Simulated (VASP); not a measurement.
# SiO2 (P2_13) in VASP: notebook, part 2 of 2

VASP 6.6.1. Earlier steps stand in the parts before.

**4. Single point, LDA**

This run uses another cell than the first one, of 15.29 Å³/atom, 0.952 times its volume.

Input file INCAR:

```
PREC = Accurate ; ENCUT = 520
EDIFF = 1E-6 ; ISMEAR = 0
SIGMA = 0.1 ; LREAL = Auto
LASPH = True ; NELM = 100
ALGO = Normal ; ISIF = 2
LWAVE = False ; LCHARG = False
GGA = CA ; NBANDS = 82
```

Input file KPOINTS:

```
Automatic mesh
0
Gamma
  4 4 4
```

Input file POSCAR:

```
SiO2
1.0
    7.1600000000      0.0000000000      0.0000000000
    0.0000000000      7.1600000000      0.0000000000
    0.0000000000      0.0000000000      7.1600000000
Si O
8 16
Direct
    0.2550000000      0.2550000000      0.2550000000
    0.2450000000      0.7450000000      0.7550000000
    0.7550000000      0.2450000000      0.7450000000
    0.7450000000      0.7550000000      0.2450000000
    0.9920000000      0.9920000000      0.9920000000
    0.5080000000      0.0080000000      0.4920000000
    0.4920000000      0.5080000000      0.0080000000
    0.0080000000      0.4920000000      0.5080000000
    0.1250000000      0.1250000000      0.1250000000
    0.3750000000      0.8750000000      0.6250000000
    0.6250000000      0.3750000000      0.8750000000
    0.8750000000      0.6250000000      0.3750000000
    0.6600000000      0.6600000000      0.0620000000
    0.8400000000      0.3400000000      0.5620000000
    0.1600000000      0.8400000000      0.9380000000
    0.3400000000      0.1600000000      0.4380000000
    0.0620000000      0.6600000000      0.6600000000
    0.5620000000      0.8400000000      0.3400000000
    0.9380000000      0.1600000000      0.8400000000
    0.4380000000      0.3400000000      0.1600000000
    0.6600000000      0.0620000000      0.6600000000
    0.3400000000      0.5620000000      0.8400000000
    0.8400000000      0.9380000000      0.1600000000
    0.1600000000      0.4380000000      0.3400000000
```

Potentials or basis: VASP PAW LDA potentials, release 64 (Si, O).

Launch:

```console
cat potpaw_LDA.64/Si/POTCAR potpaw_LDA.64/O/POTCAR > POTCAR
mpirun -np 1 vasp_std > vasp.out
```

OUTCAR:

```text
PREC = Accurate
   ENCUT = 520
   EDIFF = 1E-6
   ISMEAR = 0
   LREAL = Auto
   LASPH = True
   NELM = 100
   ISIF = 2
   GGA = CA

 ion  position               nearest neighbor table
   1  0.255  0.255  0.255-  16 1.60  20 1.60  24 1.60   9 1.61   7 3.05   8 3.05   6 3.05
   2  0.245  0.745  0.755-  15 1.60  17 1.60  22 1.60  10 1.61   7 3.05   8 3.05   5 3.05
   3  0.755  0.245  0.745-  14 1.60  19 1.60  21 1.60  11 1.61   6 3.05   8 3.05   5 3.05
   4  0.745  0.755  0.245-  13 1.60  18 1.60  23 1.60  12 1.61   6 3.05   7 3.05   5 3.05
   5  0.992  0.992  0.992-   9 1.65  15 1.67  19 1.67  23 1.67   3 3.05   4 3.05   2 3.05
   6  0.508  0.008  0.492-  10 1.65  16 1.67  18 1.67  21 1.67   3 3.05   4 3.05   1 3.05
   7  0.492  0.508  0.008-  11 1.65  13 1.67  20 1.67  22 1.67   2 3.05   4 3.05   1 3.05
   8  0.008  0.492  0.508-  12 1.65  14 1.67  17 1.67  24 1.67   2 3.05   3 3.05   1 3.05
   9  0.125  0.125  0.125-   1 1.61   5 1.65
  10  0.375  0.875  0.625-   2 1.61   6 1.65
  11  0.625  0.375  0.875-   3 1.61   7 1.65
  12  0.875  0.625  0.375-   4 1.61   8 1.65
  13  0.660  0.660  0.062-   4 1.60   7 1.67
  14  0.840  0.340  0.562-   3 1.60   8 1.67
[... 8 lines left out ...]
  23  0.840  0.938  0.160-   4 1.60   5 1.67
  24  0.160  0.438  0.340-   1 1.60   8 1.67

  LATTYP: Found a simple cubic cell.
 ALAT       =     7.1600000000

  Lattice vectors:

 A1 = (   7.1600000000,   0.0000000000,   0.0000000000)
 A2 = (   0.0000000000,   7.1600000000,   0.0000000000)
 A3 = (   0.0000000000,   0.0000000000,   7.1600000000)

Analysis of symmetry for initial positions (statically):
=====================================================================
 Subroutine PRICEL returns:
 Original cell was already a primitive cell.

 Routine SETGRP: Setting up the symmetry group for a
 simple cubic supercell.

 Subroutine GETGRP returns: Found 12 space group operations
 (whereof  3 operations were pure point group operations)
 out of a pool of 48 trial point group operations.

The static configuration has the point symmetry C_3 .
 The point group associated with its full space group is T   .

Analysis of symmetry for dynamics (positions and initial velocities):
=====================================================================
[... 170 lines left out ...]
   LEPSILON=     F    determine dielectric tensor
   LRPA    =     F    only Hartree local field effects (RPA)
 non-spin polarized calculation
 Gauss-broadening in eV      SIGMA  =   0.10
  energy-cutoff  :      520.00
  volume of cell :      367.06
 maximum number of plane-waves:      9952
 NGX is ok and might be reduce to    54

 number of electron     128.0000067 magnetization

 Free energy of the ion-electron system (eV)
  ---------------------------------------------------
  ext. energy  EPLUGINS =         0.00000000
  ---------------------------------------------------
  free energy    TOTEN  =      -201.90295064 eV

  energy without entropy =     -201.90295064  energy(sigma->0) =     -201.90295064

 E-fermi :   0.1997     XC(G=0):  -8.6337

 val. band max:       -0.3183405662   @ k =   0.5000   0.5000   0.2500
 cond. band min:       3.6466699644   @ k =   0.0000   0.0000   0.0000
 fundamental gap:      3.9650105306
 Fermi energy:         0.1996570659

 k-point     1 :       0.0000    0.0000    0.0000
  band No.  band energies     occupation
      1     -19.6608      2.00000
      2     -18.9388      2.00000
      3     -18.9388      2.00000
      4     -18.9388      2.00000
      5     -18.5117      2.00000
      6     -18.5117      2.00000
[... 858 lines left out ...]
     75       8.1542      0.00000
     76       8.1542      0.00000
 [bands above 76 left out]

------------------------ aborting loop because EDIFF is reached ----------------------------------------

  FORCE on cell =-STRESS in cart. coord.  units (eV):
  Direction    XX          YY          ZZ          XY          YZ          ZX
  --------------------------------------------------------------------------------------
  -------------------------------------------------------------------------------------
  Total       -4.9385213     -4.9385213     -4.9385213      0.0000000      0.0000000     -0.0000000
  in kB      -21.5560133    -21.5560133    -21.5560133      0.0000000      0.0000000     -0.0000000
  external PRESSURE =     -21.5560133 kB  Pullay stress =       0.0000000 kB

 VOLUME and BASIS-vectors are now :
 -----------------------------------------------------------------------------
  energy-cutoff  :      520.00
  volume of cell :      367.06
      direct lattice vectors                 reciprocal lattice vectors
     7.160000000  0.000000000  0.000000000     0.139664804  0.000000000  0.000000000
     0.000000000  7.160000000  0.000000000     0.000000000  0.139664804  0.000000000
     0.000000000  0.000000000  7.160000000     0.000000000  0.000000000  0.139664804

 POSITION                                       TOTAL-FORCE (eV/Angst)
 -----------------------------------------------------------------------------------
      1.82580      1.82580      1.82580        -0.762632     -0.762632     -0.762632
      1.75420      5.33420      5.40580         0.762632      0.762632     -0.762632
      5.40580      1.75420      5.33420        -0.762632      0.762632      0.762632
      5.33420      5.40580      1.75420         0.762632     -0.762632      0.762632
      7.10272      7.10272      7.10272         2.138740      2.138740      2.138740
      3.63728      0.05728      3.52272        -2.138740     -2.138740      2.138740
[... 16 lines left out ...]
      6.01440      6.71608      1.14560         1.833487      0.559889     -2.387797
      1.14560      3.13608      2.43440        -1.833487      0.559889      2.387797
 -----------------------------------------------------------------------------------
    total drift:                                0.000001      0.000001      0.000000

  FREE ENERGIE OF THE ION-ELECTRON SYSTEM (eV)
  ---------------------------------------------------
  free  energy   TOTEN  =      -201.9029506366 eV

  energy  without entropy=     -201.9029506366  energy(sigma->0) =     -201.90295064
```

Wall time 7.1 min (1 thread of Oxide Virtual Turin-like, shared host); peak memory 0.38 GiB.

What came out:

```yaml
Free_energy: -201.9030 eV
Pressure: -2.2 GPa
Largest_force: 3.704 eV/Å
Band_gap_on_the_k_mesh: 3.96 eV, indirect (least direct gap 3.98 eV)
```

Forces in eV/Å, atoms in the order of the input:
```
Si  -0.763 -0.763 -0.763
Si   0.763  0.763 -0.763
Si  -0.763  0.763  0.763
Si   0.763 -0.763  0.763
Si   2.139  2.139  2.139
Si  -2.139 -2.139  2.139
Si   2.139 -2.139 -2.139
Si  -2.139  2.139 -2.139
O    1.260  1.260  1.260
O   -1.260 -1.260  1.260
O    1.260 -1.260 -1.260
O   -1.260  1.260 -1.260
O   -2.388 -1.833 -0.560
O    2.388  1.833 -0.560
O   -2.388  1.833  0.560
O    2.388 -1.833  0.560
O   -0.560 -2.388 -1.833
O   -0.560  2.388  1.833
O    0.560 -2.388  1.833
O    0.560  2.388 -1.833
O   -1.833 -0.560 -2.388
O    1.833 -0.560  2.388
O    1.833  0.560 -2.388
O   -1.833  0.560  2.388
```

Caveat: forces of over 1 eV/Å act on the atoms, so gaps and moduli don't describe the material at rest. A k mesh can miss the band edges.

**5. Single point, LDA**

This run uses another cell than the first one, of 15.29 Å³/atom, 0.952 times its volume.

Input file INCAR:

```
PREC     = Accurate       # precision mode
ENCUT    = 520            # plane-wave cutoff, eV
EDIFF    = 1E-6           # SCF threshold, eV
ISMEAR   = 0              # smearing method
SIGMA    = 0.02           # smearing width, eV
LREAL    = Auto         
LASPH    = T              # aspherical terms in the spheres
NELM     = 100            # most SCF steps
ALGO     = Normal         # electronic algorithm
ISIF     = 2              # what is computed and relaxed
LWAVE    = F              # write WAVECAR
LCHARG   = F              # write CHGCAR
NBANDS   = 82             # bands
```

KPOINTS is that of step 4.

Input file POSCAR:

```
SiO2
1.0
    7.1600000000      0.0000000000      0.0000000000
    0.0000000000      7.1600000000      0.0000000000
    0.0000000000      0.0000000000      7.1600000000
Si O
8 16
Direct
    0.2763581090      0.2763581090      0.2763581090
    0.2236418910      0.7236418910      0.7763581090
    0.7763581090      0.2236418910      0.7236418910
    0.7236418910      0.7763581090      0.2236418910
    1.0184220690      1.0184220690      1.0184220690
    0.4815779310     -0.0184220690      0.5184220690
    0.5184220690      0.4815779310     -0.0184220690
   -0.0184220690      0.5184220690      0.4815779310
    0.1473159494      0.1473159494      0.1473159494
    0.3526840506      0.8526840506      0.6473159494
    0.6473159494      0.3526840506      0.8526840506
    0.8526840506      0.6473159494      0.3526840506
    0.6392713238      0.6563853562      0.0538481219
    0.8607286762      0.3436146438      0.5538481219
    0.1392713238      0.8436146438      0.9461518781
    0.3607286762      0.1563853562      0.4461518781
    0.0538481219      0.6392713238      0.6563853562
    0.5538481219      0.8607286762      0.3436146438
    0.9461518781      0.1392713238      0.8436146438
    0.4461518781      0.3607286762      0.1563853562
    0.6563853562      0.0538481219      0.6392713238
    0.3436146438      0.5538481219      0.8607286762
    0.8436146438      0.9461518781      0.1392713238
    0.1563853562      0.4461518781      0.3607286762
```

Launch:

```console
cat potpaw_LDA.64/Si/POTCAR potpaw_LDA.64/O/POTCAR > POTCAR
mpirun -np 1 vasp_std > vasp.out
```

Wall time 10 min (1 thread of Oxide Virtual Turin-like, shared host); peak memory 0.38 GiB.

The run converged. Its results:

| Quantity | Value |
| --- | --- |
| Free energy | -207.4356 eV |
| Pressure | 0.0 GPa |
| Largest force | 0.032 eV/Å |
| Band gap on the k mesh | 5.53 eV, indirect (the least direct gap lies 2.0 meV higher) |

Forces on the atoms (eV/Å):
```
Si   0.005  0.005  0.005
Si  -0.005 -0.005  0.005
Si   0.005 -0.005 -0.005
Si  -0.005  0.005 -0.005
Si   0.019  0.019  0.019
Si  -0.019 -0.019  0.019
Si   0.019 -0.019 -0.019
Si  -0.019  0.019 -0.019
O    0.001  0.001  0.001
O   -0.001 -0.001  0.001
O    0.001 -0.001 -0.001
O   -0.001  0.001 -0.001
O    0.004  0.009 -0.022
O   -0.004 -0.009 -0.022
O    0.004 -0.009  0.022
O   -0.004  0.009  0.022
O   -0.022  0.004  0.009
O   -0.022 -0.004 -0.009
O    0.022  0.004 -0.009
O    0.022 -0.004  0.009
O    0.009 -0.022  0.004
O   -0.009 -0.022 -0.004
O   -0.009  0.022  0.004
O    0.009  0.022 -0.004
```

Levels at points of the mesh, in eV from the valence-band top:
| k point | band 60 | band 61 | band 62 | band 63 | band 64 | band 65 | band 66 | band 67 | band 68 | band 69 |
| --- | --- | --- | --- | --- | --- | --- | --- | --- | --- | --- |
| (0.00, 0.00, 0.00) | -0.47 | -0.47 | 0.00 | 0.00 | 0.00 | 5.53 | 8.51 | 8.51 | 8.51 | 8.58 |
| (0.50, 0.00, 0.00) | -0.42 | -0.29 | -0.29 | -0.28 | -0.28 | 6.65 | 6.65 | 8.77 | 8.77 | 8.93 |
| (0.50, 0.50, 0.00) | -0.59 | -0.24 | -0.24 | -0.16 | -0.16 | 7.48 | 7.48 | 7.52 | 7.52 | 8.91 |
| (0.50, 0.50, 0.50) | -0.80 | 0.00 | 0.00 | 0.00 | 0.00 | 7.89 | 7.89 | 7.89 | 7.89 | 8.38 |

A k mesh can miss the band edges. A hybrid or GW would open this gap; LDA tends to underestimate it.

**6. The runs side by side**

```tsv
cell	smearing	gap on the mesh (eV)	pressure (GPa)	largest force (eV/Å)
a = 7.278 Å, 24 atoms	gaussian 0.02 eV	5.42	-0.6	0.02
a = 7.120 Å, 24 atoms	gaussian 0.02 eV	5.57	0.2	0.03
a = 7.160 Å, 24 atoms	gaussian 0.1 eV	3.96	-2.2	3.70
a = 7.160 Å, 24 atoms	gaussian 0.02 eV	5.53	0.0	0.03
```

Some of these runs hold the atoms at other places in the same cell, which the table doesn't show; runs alike in all that it shows share one row.

Alike in all rows: task single point; level LDA; potentials or basis VASP PAW LDA potentials, release 64 (Si, O); no spin polarisation; k mesh 4 × 4 × 4; cutoff (eV) 520.

Caveats: forces of over 1 eV/Å act on the atoms, so gaps and moduli don't describe the material at rest (some runs).

Total energies depend on the potentials used, so only differences within one code and one set of settings carry meaning.
